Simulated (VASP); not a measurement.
AlP, 2 atoms in the cell. Symmetry: F-43m, No. 216, cubic system. Conventional cell: a = 5.470 Å, b = 5.470 Å, c = 5.470 Å, α = 90.00°, β = 90.00°, γ = 90.00°. Al (site symmetry -43m) has 4 P at 2.37 Å within 3.1 Å. Within 3.1 Å of P (site symmetry -43m) lie 4 Al at 2.37 Å. 

```yaml
Program: VASP 6.6.1
Task: relaxation of cell and atoms
Functional: PBEsol
Potentials_or_basis: VASP PAW PBE potentials, release 64 (Al, P)
Cutoff: 500 eV
k_mesh: 8 × 8 × 8
Occupations: gaussian, width 0.01 eV
Spin: no spin polarisation
Target_pressure: -2 GPa
Dipole_correction: no
Further_INCAR_settings: ALGO = Normal; EDIFF = 1e-07; IBRION = 2; EDIFFG = -0.002; NSW = 100; ISIF = 3
```

Potentials or basis: VASP PAW PBE potentials, release 64 (Al, P).

Run with:

```bash
$ cat potpaw_PBE.64/Al/POTCAR potpaw_PBE.64/P/POTCAR > POTCAR
$ mpirun -np 1 vasp_std > vasp.out
```

Hardware: 1 thread of Intel Xeon 6975P-C, on a shared host.

**Question.** How long does it take, and how much memory?

**Answer.** It took 18 s on 1 thread of Intel Xeon 6975P-C, on a shared host, peak memory 0.15 GiB. Counts: scf iterations 30, k points 29, ion steps 3.
